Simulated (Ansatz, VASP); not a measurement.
**One calculation of CoSi, two programs**

```xyz
8
Lattice="4.4308 0.0000 0.0000 0.0000 4.4308 0.0000 0.0000 0.0000 4.4308" Properties=species:S:1:pos:R:3 pbc="T T T"
Co    0.6426    0.6426    0.6426
Co    1.5729    3.7883    2.8580
Co    2.8580    1.5729    3.7883
Co    3.7883    2.8580    1.5729
Si    3.7359    3.7359    3.7359
Si    2.9104    0.6949    1.5205
Si    1.5205    2.9104    0.6949
Si    0.6949    1.5205    2.9104
```

Alike in both runs: task single point; functional r2SCAN; k mesh 8 × 8 × 8; occupations gaussian, width 0.1 eV; no spin polarisation.

```csv
,VASP,Ansatz
version,VASP 6.6.1,Ansatz 0.2.0
potentials or method,"VASP PAW PBE potentials, release 64 (Co, Si), cutoff 520 eV","scalar-relativistic, plane waves, PAW"
valence electrons in the cell,52,84
```

Ansatz gave:

```
gap on the k mesh at the Fermi level (eV) : none
pressure (GPa)                            : -7.5
rms of the force components (eV/Å)        : 0.014
```

Q: Which values does VASP return?

A: gap on the k mesh at the Fermi level (eV): none; pressure (GPa): -7.4; rms of the force components (eV/Å): 0.012.

VASP's potentials were made for PBE, not for r2SCAN. Atom by atom the forces differ by 0.002 eV/Å (rms over components). A gap of «none» marks a metal or a gap that the smearing closes. VASP's potentials hold 52 valence electrons a cell and Ansatz's 84, so a difference there can come from the potentials and not from the codes.
